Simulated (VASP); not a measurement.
AlP:

```
Al P
1.0
     0.00000    2.73926    2.73926
     2.73926    0.00000    2.73926
     2.73926    2.73926    0.00000
Al P
1 1
Direct
  0.00000 0.00000 0.00000
  0.25000 0.25000 0.25000
```

Program: VASP 6.6.1. Alike in all runs: task single point; no spin polarisation; cell as given; k mesh 4 × 4 × 4; smearing gaussian 0.01 eV.

Task: Order these runs on this cell by their pressure, lowest first.
A. level r2SCAN; potentials or basis VASP PAW PBE potentials, release 64 (Al, P); cutoff (eV) 550
B. level LDA; potentials or basis VASP PAW LDA potentials, release 64 (Al, P); cutoff (eV) 500
C. level PBE; potentials or basis VASP PAW PBE potentials, release 64 (Al, P); cutoff (eV) 500

Result: B (-1.7 GPa), A (0.1 GPa), C (1.7 GPa).

Caveats: all runs use coarse meshes; the PAW data sets were made with another functional, which shifts forces and pressure a little (some runs).
